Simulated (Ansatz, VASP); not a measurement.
**MgO in VASP and in Ansatz**

The input INCAR:

```
SYSTEM = MgO
PREC     = Accurate       ! precision mode
ENCUT    = 520            ! plane-wave cutoff, eV
EDIFF    = 1E-6           ! SCF threshold, eV
ISMEAR   = -1             ! smearing method
SIGMA    = 0.08           ! smearing width, eV
LREAL    = .False.        ! projectors in reciprocal space
LASPH    = .True.         ! aspherical terms in the spheres
NELM     = 80             ! most SCF steps
ALGO     = Normal         ! electronic algorithm
ISIF     = 2              ! what is computed and relaxed
LWAVE    = .False.        ! write WAVECAR
LCHARG   = .False.        ! write CHGCAR
GGA      = PE             ! functional
NBANDS   = 11             ! bands
```

Contents of KPOINTS:

```
regular mesh
0
Gamma
  15 15 15
  0 0 0
```

File POSCAR:

```
MgO
1.0
    2.5489139909      0.0000000000      0.0000000000
    0.0000000000      2.5489139909      0.0000000000
    0.0000000000      0.0000000000      2.5489139909
Mg O
1 1
Direct
    0.0000000000      0.0000000000      0.0000000000
    0.5000000000      0.5000000000      0.5000000000
```

Input for Ansatz:

```yaml
crystal:
  lattice:
    - [2.5489139909, 0.0, 0.0]
    - [0.0, 2.5489139909, 0.0]
    - [0.0, 0.0, 2.5489139909]
  atoms:
    - { symbol: Mg, position: [0.0, 0.0, 0.0] }
    - { symbol: O, position: [0.5, 0.5, 0.5] }
kpoints:
  mp_grid: { grid: [15, 15, 15] }
  band_path:
    path:
      - [0.0, 0.0, 0.0]
      - [0.0, 0.5, 0.0]
      - [0.5, 0.5, 0.0]
      - [0.0, 0.0, 0.0]
      - [0.5, 0.5, 0.5]
      - [0.0, 0.5, 0.0]
      - [0.5, 0.5, 0.5]
      - [0.5, 0.5, 0.0]
    npoints: 8
scf:
  occupations: { method: fermi_dirac, width: 0.08 }
hamiltonian:
  xc: pbe
  pseudopotentials: { kind: all_electron, lapw: { basis_error: 0.001 } }
output:
  forces: true
  stress: true
  eigenvalues: true
  populations: true
  dos: { projected: true, de: 0.2, e_range: [-14, 8] }
```

Change from the starting cell: volume scaled by 0.88, LAPW.

Alike in both runs: task single point; functional PBE; k mesh 15 × 15 × 15; occupations fermi-dirac, width 0.08 eV; no spin polarisation.

|  | VASP | Ansatz |
| --- | --- | --- |
| version | VASP 6.6.1 | Ansatz 0.2.0 |
| potentials or method | VASP PAW PBE potentials, release 64 (Mg, O), cutoff 520 eV | all-electron LAPW, scalar-relativistic |

|  | VASP | Ansatz | Ansatz less VASP |
| --- | --- | --- | --- |
| gap on the k mesh at the Fermi level (eV) | 3.49 | 3.51 | +0.013 |
| pressure (GPa) | 22.2 | 23.1 | +0.84 |

Ansatz ran all-electron here, and VASP with PAW potentials.
